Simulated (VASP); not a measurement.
# Sb (P6_3/mmc) in VASP: a series of runs

Sb is run at these levels: PBE; tasks: single point.

Everything below comes from runs of VASP 6.6.1. Logs are shortened: lines on timing, memory, paths and dates and some standing lists are left out, and cuts for length are marked.

**1. The cell of the first run**

Symmetry: P6_3/mmc, No. 194, hexagonal system. The conventional cell has a = 3.369 Å, b = 3.369 Å, c = 5.383 Å, α = 90.00°, β = 90.00°, γ = 120.00°. Within 4.4 Å of Sb (site symmetry -6m2) lie 12 Sb at 3.32 to 3.37 Å.

**2. Single point, PBE (zz strain of +1 %)**

Input file INCAR:

```
SYSTEM = Sb
  ALGO = Normal
  EDIFF = 1E-6
  ENCUT = 520
  GGA = PE
  ISIF = 2
  ISMEAR = -1
  LASPH = .TRUE.
  LCHARG = .TRUE.
  LELF = .TRUE.
  LREAL = .FALSE.
  LVHAR = .TRUE.
  LWAVE = .FALSE.
  NBANDS = 12
  NELM = 100
  PREC = Accurate
  SIGMA = 0.05
```

Input file KPOINTS:

```
k-points
0
G
  12 12 7
  0 0 0
```

Input file POSCAR:

```
Sb
1.0
    3.3690001795      0.0000000000      0.0000000000
   -1.6845000898      2.9176397408      0.0000000000
    0.0000000000      0.0000000000      5.3833000000
Sb
2
Direct
    0.3333333333      0.6666666667      0.2500000000
    0.6666666667      0.3333333333      0.7500000000
```

Potentials or basis: VASP PAW PBE potentials, release 64 (Sb).

Command:

```
$ cat potpaw_PBE.64/Sb/POTCAR > POTCAR
$ mpirun -np 1 vasp_std > vasp.out
```

OUTCAR:

```text
SYSTEM = Sb
   EDIFF = 1E-6
   ENCUT = 520
   GGA = PE
   ISIF = 2
   ISMEAR = -1
   LASPH = .TRUE.
   LREAL = .FALSE.
   NELM = 100
   PREC = Accurate

 ion  position               nearest neighbor table
   1  0.333  0.667  0.250-   2 3.32   2 3.32   2 3.32   2 3.32   2 3.32   2 3.32
   2  0.667  0.333  0.750-   1 3.32   1 3.32   1 3.32   1 3.32   1 3.32   1 3.32

  LATTYP: Found a hexagonal cell.
 ALAT       =     3.3690001795
 C/A-ratio  =     1.5978924646

  Lattice vectors:

 A1 = (   3.3690001795,   0.0000000000,   0.0000000000)
 A2 = (  -1.6845000898,   2.9176397408,   0.0000000000)
 A3 = (   0.0000000000,   0.0000000000,   5.3833000000)

Analysis of symmetry for initial positions (statically):
=====================================================================
 Subroutine PRICEL returns:
 Original cell was already a primitive cell.

 Routine SETGRP: Setting up the symmetry group for a
 hexagonal supercell.

 Subroutine GETGRP returns: Found 24 space group operations
 (whereof 12 operations were pure point group operations)
 out of a pool of 24 trial point group operations.

The static configuration has the point symmetry D_3d.
 The point group associated with its full space group is D_6h.

Analysis of symmetry for dynamics (positions and initial velocities):
=====================================================================
 Subroutine PRICEL returns:
 Original cell was already a primitive cell.

 Routine SETGRP: Setting up the symmetry group for a
 hexagonal supercell.

 Subroutine GETGRP returns: Found 24 space group operations
 (whereof 12 operations were pure point group operations)
 out of a pool of 24 trial point group operations.

The dynamic configuration has the point symmetry D_3d.
 The point group associated with its full space group is D_6h.

 Subroutine INISYM returns: Found 24 space group operations
 (whereof 12 operations are pure point group operations),
 and found     1 'primitive' translations

----------------------------------------------------------------------------------------

                                     Primitive cell

  volume of cell :      52.9153

  direct lattice vectors                    reciprocal lattice vectors
     3.369000179  0.000000000  0.000000000     0.296823968  0.171371398  0.000000000
    -1.684500090  2.917639741  0.000000000     0.000000000  0.342742795  0.000000000
     0.000000000  0.000000000  5.383300000     0.000000000  0.000000000  0.185759664

  length of vectors
     3.369000179  3.369000180  5.383300000     0.342742795  0.342742795  0.185759664

  position of ions in fractional coordinates (direct lattice)
     0.333333333  0.666666667  0.250000000
     0.666666667  0.333333333  0.750000000

  ion indices of the primitive-cell ions
   primitive index   ion index
                 1           1
                 2           2

----------------------------------------------------------------------------------------

 KPOINTS: k-points

Automatic generation of k-mesh.
 Grid dimensions read from file:
 generate k-points for:   12   12    7

 Generating k-lattice:

  Cartesian coordinates                     Fractional coordinates (reciprocal lattice)
     0.024735331  0.014280950  0.000000000     0.083333333 -0.000000000  0.000000000
     0.000000000  0.028561900  0.000000000     0.000000000  0.083333333  0.000000000
     0.000000000  0.000000000  0.026537095     0.000000000  0.000000000  0.142857143

  Length of vectors
     0.028561900  0.028561900  0.026537095

  Shift w.r.t. Gamma in fractional coordinates (k-lattice)
     0.000000000  0.000000000  0.000000000

 Subroutine IBZKPT returns following result:
 ===========================================

 Found     76 irreducible k-points:

 Following reciprocal coordinates:
            Coordinates               Weight
  0.000000  0.000000  0.000000      1.000000
  0.083333 -0.000000  0.000000      6.000000
  0.166667 -0.000000  0.000000      6.000000
  0.250000 -0.000000  0.000000      6.000000
  0.333333 -0.000000  0.000000      6.000000
  0.416667 -0.000000  0.000000      6.000000
[... 16 lines left out ...]
  0.250000 -0.000000  0.142857     12.000000
  0.333333 -0.000000  0.142857     12.000000
 [... further k-points ...]
   k-points           NKPTS =     76   k-points in BZ     NKDIM =     76   number of bands    NBANDS=     12
   number of dos      NEDOS =    301   number of ions     NIONS =      2
   total plane-waves  NPLWV =  31360
   dimension x,y,z NGX =    28 NGY =   28 NGZ =   40
   dimension x,y,z NGXF=    56 NGYF=   56 NGZF=   80
   ions per type =               2
   NGX,Y,Z   is equivalent  to a cutoff of  13.82, 13.82, 12.35 a.u.
   NGXF,Y,Z  is equivalent  to a cutoff of  27.63, 27.63, 24.71 a.u.
 SYSTEM =  Sb
   PREC   = accura    normal or accurate (medium, high low for compatibility)
   ISTART =      0    job   : 0-new  1-cont  2-samecut
   ICHARG =      2    charge: 1-file 2-atom 10-const
   ISPIN  =      1    spin polarized calculation?
   LNONCOLLINEAR =      F non collinear calculations
   LSORBIT =      F    spin-orbit coupling
   LASPH  =      T    aspherical Exc in radial PAW
   ENCUT  =  520.0 eV  38.22 Ry    6.18 a.u.   6.26  6.26 10.01*2*pi/ulx,y,z
   NELM   =    100;   NELMIN=  2; NELMDL= -5     # of ELM steps
   EDIFF  = 0.1E-05   stopping-criterion for ELM
   LREAL  =      F    real-space projection
   EDIFFG = 0.1E-04   stopping-criterion for IOM
   NSW    =      0    number of steps for IOM
   IBRION =     -1    ionic relax: 0-MD 1-quasi-New 2-CG
   NFREE  =      0    steps in history (QN), initial steepest desc. (CG)
   ISIF   =      2    stress and relaxation
   ISYM   =      2    0-nonsym 1-usesym 2-fastsym
   POTIM  = 0.5000    time-step for ionic-motion
   TEBEG  =    0.0;   TEEND  =   0.0 temperature during run
   PSTRESS=    0.0 pullay stress
   NELECT =      10.0000    total number of electrons
   NUPDOWN=      -1.0000    fix difference up-down
   EMIN   =  10.00;   EMAX   =-10.00  energy-range for DOS
   EFERMI =   0.00;   METHOD = LEGACY
   ISMEAR =    -1;   SIGMA  =   0.05  broadening in eV -4-tet -1-fermi 0-gaus
   EFERMI_NEDOS =   21; number of points for ismear=-14 and -15
   IALGO  =     38    algorithm
   IMIX   =      4    mixing-type and parameters
     AMIX     =   0.40;   BMIX     =  1.00
     AMIX_MAG =   1.60;   BMIX_MAG =  1.00
  volume/ion in A,a.u.               =      26.46       178.55
  Fermi-wavevector in a.u.,A,eV,Ry     =   0.939466  1.775333 12.008453  0.882596
  Thomas-Fermi vector in A             =   2.066781
   LORBIT       =      0    0 simple, 1 ext, 2 COOP (PROOUT), +10 PAW based schemes
   GGA     = PE    functional components
   LHFCALC =     F    Hartree Fock is set to
   AEXX    =    0.0000 exact exchange contribution
   IVDW    =     0    specifies the selected vdW correction
   LEPSILON=     F    determine dielectric tensor
   LRPA    =     F    only Hartree local field effects (RPA)
 non-spin polarized calculation
  energy-cutoff  :      520.00
  volume of cell :       52.92
 maximum number of plane-waves:      1448
 NGX is ok and might be reduce to    28
   NGX = 13   NGY = 13   NGZ = 21

 number of electron      10.0000000 magnetization

 Free energy of the ion-electron system (eV)
  ---------------------------------------------------
  ext. energy  EPLUGINS =         0.00000000
  ---------------------------------------------------
  free energy    TOTEN  =        -7.71482424 eV

  energy without entropy =       -7.70335331  energy(sigma->0) =       -7.70908878

 E-fermi :   8.7865     XC(G=0): -10.3081

 val. band max:        8.7853315468   @ k =   0.2500  -0.0000   0.4286
 cond. band min:       8.8337369399   @ k =   0.2500   0.0833   0.4286
 fundamental gap:      0.0484053931
 Fermi energy:         8.7865466719

 k-point     1 :       0.0000    0.0000    0.0000
  band No.  band energies     occupation
      1      -4.3093      2.00000
      2      -0.2399      2.00000
      3       2.8630      2.00000
      4      12.1664      0.00000
      5      12.1664      0.00000
      6      13.9070      0.00000
      7      13.9070      0.00000
      8      14.6120      0.00000
      9      16.2532      0.00000
     10      17.6227      0.00000
     11      18.6598      0.00000
     12      18.6598      0.00000

 k-point     2 :       0.0833   -0.0000    0.0000
  band No.  band energies     occupation
      1      -4.1873      2.00000
      2      -0.1345      2.00000
      3       2.9906      2.00000
      4      10.9628      0.00000
      5      11.7088      0.00000
      6      13.2747      0.00000
      7      14.0364      0.00000
      8      14.4217      0.00000
      9      16.6565      0.00000
     10      17.4150      0.00000
     11      18.6884      0.00000
     12      19.1487      0.00000

 k-point     3 :       0.1667   -0.0000    0.0000
  band No.  band energies     occupation
      1      -3.8227      2.00000
      2       0.1728      2.00000
      3       3.3702      2.00000
      4       8.8509      0.43271
      5      10.8758      0.00000
      6      11.8066      0.00000
      7      13.7058      0.00000
      8      13.9000      0.00000
      9      15.4134      0.00000
     10      17.9163      0.00000
     11      18.4566      0.00000
     12      19.2248      0.00000
[... 286 lines left out ...]
 k-point    23 :       0.2500   -0.0000    0.1429
  band No.  band energies     occupation
      1      -3.1166      2.00000
      2       0.1693      2.00000
      3       4.6038      2.00000
      4       6.9351      2.00000
      5       9.5919      0.00000
      6      10.1964      0.00000
      7      12.4904      0.00000
      8      13.1338      0.00000
      9      14.4990      0.00000
     10      16.5506      0.00000
     11      17.5103      0.00000
     12      19.0107      0.00000

 k-point    24 :       0.3333   -0.0000    0.1429
  band No.  band energies     occupation
      1      -2.2994      2.00000
      2       0.7538      2.00000
      3       4.6117      2.00000
      4       5.9395      2.00000
      5       7.7521      2.00000
      6       9.5890      0.00000
      7      11.2897      0.00000
      8      12.6327      0.00000
      9      13.7559      0.00000
     10      15.9594      0.00000
     11      17.6348      0.00000
     12      18.6065      0.00000

 [... further k-points ...]

------------------------ aborting loop because EDIFF is reached ----------------------------------------

  FORCE on cell =-STRESS in cart. coord.  units (eV):
  Direction    XX          YY          ZZ          XY          YZ          ZX
  --------------------------------------------------------------------------------------
  -------------------------------------------------------------------------------------
  Total        0.8384411      0.8384411      0.4768064     -0.0000000      0.0000000      0.0000000
  in kB       25.3864443     25.3864443     14.4368146     -0.0000000      0.0000000      0.0000000
  external PRESSURE =      21.7365677 kB  Pullay stress =       0.0000000 kB

 VOLUME and BASIS-vectors are now :
 -----------------------------------------------------------------------------
  energy-cutoff  :      520.00
  volume of cell :       52.92
      direct lattice vectors                 reciprocal lattice vectors
     3.369000179  0.000000000  0.000000000     0.296823968  0.171371398  0.000000000
    -1.684500090  2.917639741  0.000000000     0.000000000  0.342742795  0.000000000
     0.000000000  0.000000000  5.383300000     0.000000000  0.000000000  0.185759664

 POSITION                                       TOTAL-FORCE (eV/Angst)
 -----------------------------------------------------------------------------------
     -0.00000      1.94509      1.34583        -0.000000      0.000000      0.000000
      1.68450      0.97255      4.03748         0.000000      0.000000      0.000000
 -----------------------------------------------------------------------------------
    total drift:                                0.000000     -0.000000      0.000000

  FREE ENERGIE OF THE ION-ELECTRON SYSTEM (eV)
  ---------------------------------------------------
  free  energy   TOTEN  =        -7.7148242443 eV

  energy  without entropy=       -7.7033533067  energy(sigma->0) =       -7.70908878
```

Run time: 67 s. Hardware: 1 thread of Intel Xeon 6975P-C, shared host; peak memory 0.2 GiB.

Results:

| Property | Result |
| --- | --- |
| Free energy | -7.7148 eV |
| Pressure | 2.2 GPa |
| Band gap on the k mesh | zero (band 5 reaches 12.83 eV, above the bottom of band 6 at 5.84 eV) |

Levels at points of the mesh, in eV from the Fermi level:
| k point | band 2 | band 3 | band 4 | band 5 | band 6 | band 7 | band 8 | band 9 |
| --- | --- | --- | --- | --- | --- | --- | --- | --- |
| (0.00, 0.00, 0.00) | -9.03 | -5.92 | 3.38 | 3.38 | 5.12 | 5.12 | 5.83 | 7.47 |
| (0.50, 0.00, 0.00) | -8.17 | -4.29 | -2.97 | -2.38 | -0.20 | 0.18 | 3.71 | 4.27 |

Caveat: the cell differs from its parent crystal (zz strain of +1 %); spin-orbit coupling is left out, which moves the levels of the heavy elements.

**3. Single point, PBE (equal xx and yy strain of +2 %)**

Input file INCAR:

```
PREC = Accurate
ENCUT = 520
EDIFF = 1E-6
ISMEAR = -1
SIGMA = 0.05
LREAL = F
LASPH = T
NELM = 80
ALGO = Normal
ISIF = 2
LWAVE = F
LCHARG = F
GGA = PE
NBANDS = 12
```

Input file KPOINTS:

```
regular mesh
0
Gamma
  12 12 7
```

Input file POSCAR:

```
Sb
1.0
    3.4363801831      0.0000000000      0.0000000000
   -1.7181900916      2.9759925356      0.0000000000
    0.0000000000      0.0000000000      5.3300000000
Sb
2
Direct
    0.3333333333      0.6666666667      0.2500000000
    0.6666666667      0.3333333333      0.7500000000
```

Potentials or basis: VASP PAW PBE potentials, release 64 (Sb).

Command:

```
$ cat potpaw_PBE.64/Sb/POTCAR > POTCAR
$ mpirun -np 1 vasp_std > vasp.out
```

Wall time 66 s (1 thread of Intel Xeon 6975P-C, shared host); peak memory 0.2 GiB.

Results (log left out):

| Item | Value |
| --- | --- |
| Free energy | -7.7321 eV |
| Pressure | 0.2 GPa |
| Band gap on the k mesh | zero (band 5 reaches 12.01 eV, above the bottom of band 6 at 5.61 eV) |

Stress tensor (GPa, compression positive):
```
0.29 0.00 0.00
0.00 0.29 0.00
0.00 0.00 0.04
```

Levels at points of the mesh, in eV from the Fermi level:
| k point | band 3 | band 4 | band 5 | band 6 | band 7 | band 8 |
| --- | --- | --- | --- | --- | --- | --- |
| (0.00, 0.00, 0.00) | -5.65 | 2.95 | 2.95 | 4.74 | 4.74 | 5.97 |
| (0.50, 0.00, 0.00) | -4.06 | -2.64 | -2.30 | -0.13 | -0.03 | 3.62 |

Caveat: the cell differs from its parent crystal (equal xx and yy strain of +2 %); spin-orbit coupling is left out, which moves the levels of the heavy elements.

**4. Single point, PBE (volume scaled by 0.94)**

Input file INCAR:

```
SYSTEM = Sb
ALGO = Normal ; EDIFF = 1E-7
ENCUT = 520 ; GGA = PE
ISIF = 2 ; ISMEAR = -1
LASPH = .True. ; LCHARG = .False.
LREAL = .False. ; LWAVE = .False.
NBANDS = 12 ; NELM = 80
PREC = Accurate ; SIGMA = 0.05
```

Input file KPOINTS:

```
k-points
0
Gamma
  12 12 7
  0 0 0
```

Input file POSCAR:

```
Sb
1.0
    3.3002257761      0.0000000000      0.0000000000
   -1.6501128881      2.8580793603      0.0000000000
    0.0000000000      0.0000000000      5.2211939594
Sb
2
Direct
    0.3333333333      0.6666666667      0.2500000000
    0.6666666667      0.3333333333      0.7500000000
```

Command:

```
$ cat potpaw_PBE.64/Sb/POTCAR > POTCAR
$ mpirun -np 1 vasp_std > vasp.out
```

Wall time 54 s (1 thread of Intel Xeon 6975P-C, shared host); peak memory 0.2 GiB.

Results (log left out):

```
Free energy            : -7.6046 eV
Pressure               : 8.0 GPa
Band gap on the k mesh : zero (band 5 reaches 14.11 eV, above the bottom of band 6 at 6.56 eV)
```

Stress tensor (GPa, compression positive):
```
8.37 0.00 0.00
0.00 8.37 0.00
0.00 0.00 7.28
```

Levels at points of the mesh, in eV from the Fermi level:
| k point | band 2 | band 3 | band 4 | band 5 | band 6 | band 7 | band 8 | band 9 |
| --- | --- | --- | --- | --- | --- | --- | --- | --- |
| (0.00, 0.00, 0.00) | -9.09 | -6.39 | 3.57 | 3.57 | 5.51 | 5.51 | 6.59 | 7.66 |
| (0.50, 0.00, 0.00) | -8.41 | -4.34 | -3.08 | -2.62 | -0.33 | 0.08 | 4.08 | 4.18 |

Caveat: spin-orbit coupling is left out, which moves the levels of the heavy elements.

**5. Single point, PBE (volume scaled by 0.96)**

Input file INCAR:

```
SYSTEM = Sb
PREC = Accurate ; ENCUT = 520
EDIFF = 1E-6 ; ISMEAR = -1
SIGMA = 0.05 ; LREAL = .FALSE.
LASPH = .TRUE. ; NELM = 80
ALGO = Normal ; ISIF = 2
LWAVE = .FALSE. ; LCHARG = .TRUE.
GGA = PE ; LELF = .TRUE.
LVHAR = .TRUE. ; NBANDS = 12
```

Input file KPOINTS:

```
Automatic mesh
0
G
  12 12 7
  0 0 0
```

Input file POSCAR:

```
Sb
1.0
    3.3234675684      0.0000000000      0.0000000000
   -1.6617337843      2.8782073429      0.0000000000
    0.0000000000      0.0000000000      5.2579641425
Sb
2
Direct
    0.3333333333      0.6666666667      0.2500000000
    0.6666666667      0.3333333333      0.7500000000
```

Command:

```
$ cat potpaw_PBE.64/Sb/POTCAR > POTCAR
$ mpirun -np 1 vasp_std > vasp.out
```

Run time: 52 s. Hardware: 1 thread of Intel Xeon 6975P-C, shared host; peak memory 0.2 GiB.

The run converged. Its results:

```yaml
Free_energy: -7.6507 eV
Pressure: 6.1 GPa
Band_gap_on_the_k_mesh: zero (band 5 reaches 13.70 eV, above the bottom of band 6 at 6.35 eV)
```

Stress tensor (GPa, compression positive):
```
6.51 0.00 0.00
0.00 6.51 0.00
0.00 0.00 5.37
```

Levels at points of the mesh, in eV from the Fermi level:
```
           k point  band 1  band 2  band 3  band 4  band 5  band 6  band 7  band 8  band 9  band 10
(0.00, 0.00, 0.00)  -13.52   -9.04   -6.24    3.48    3.48    5.37    5.37    6.41    7.56     8.83
(0.50, 0.00, 0.00)   -9.75   -8.33   -4.31   -3.02   -2.55   -0.29    0.09    3.97    4.19     7.61
```

Caveat: spin-orbit coupling is left out, which moves the levels of the heavy elements.

**6. Overview**

```tsv
cell	gap on the mesh (eV)	pressure (GPa)
a = 3.369, b = 3.369, c = 5.383 Å, angles 90.0, 90.0, 120.0°, 2 atoms	none	2.2
a = 3.436, b = 3.436, c = 5.330 Å, angles 90.0, 90.0, 120.0°, 2 atoms	none	0.2
a = 3.300, b = 3.300, c = 5.221 Å, angles 90.0, 90.0, 120.0°, 2 atoms	none	8.0
a = 3.323, b = 3.323, c = 5.258 Å, angles 90.0, 90.0, 120.0°, 2 atoms	none	6.1
```

Alike in all rows: task single point; level PBE; potentials or basis VASP PAW PBE potentials, release 64 (Sb); no spin polarisation; k mesh 12 × 12 × 7; cutoff (eV) 520; smearing fermi-dirac 0.05 eV.

Caveats: spin-orbit coupling is left out, which moves the levels of the heavy elements.

Absolute energies hang on the potentials; compare differences alone.
